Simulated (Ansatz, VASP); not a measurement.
**Two plane-wave programs on B**

```
CELL_PARAMETERS angstrom
2.24997 0.00000 0.00000
0.00000 2.24997 0.00000
0.00000 0.00000 6.08441
ATOMIC_POSITIONS crystal
B 0.00000 0.00000 0.50000
B 0.50000 0.50000 0.22612
B 0.50000 0.50000 0.77388
B 0.00000 0.00000 0.00000
```

Alike in both runs: task relaxation of cell and atoms; functional PBE; k mesh 8 × 8 × 4; occupations gaussian, width 0.1 eV; no spin polarisation.

|  | VASP | Ansatz |
| --- | --- | --- |
| version | VASP 6.6.1 | Ansatz 0.2.0 |
| potentials or method | VASP PAW PBE potentials, release 64 (B), cutoff 600 eV | scalar-relativistic, plane waves, PAW |
| valence electrons in the cell | 12 | 12 |

```csv
,VASP,Ansatz,Ansatz less VASP
"gap on the k mesh at the Fermi level, each at its own relaxed structure (eV)",none,none,-
relaxed volume (Å³/atom),5.90,5.90,+0.001
relaxed cell length with the largest relative difference (Å),5.591,5.593,+0.0020
```

A gap of «none» marks a metal or a gap that the smearing closes.

Noted on VASP's run: the volume moved by over 15 % at a fixed basis, so the end points are rough; too few bands were computed for a metal, which touches its energy and stress.
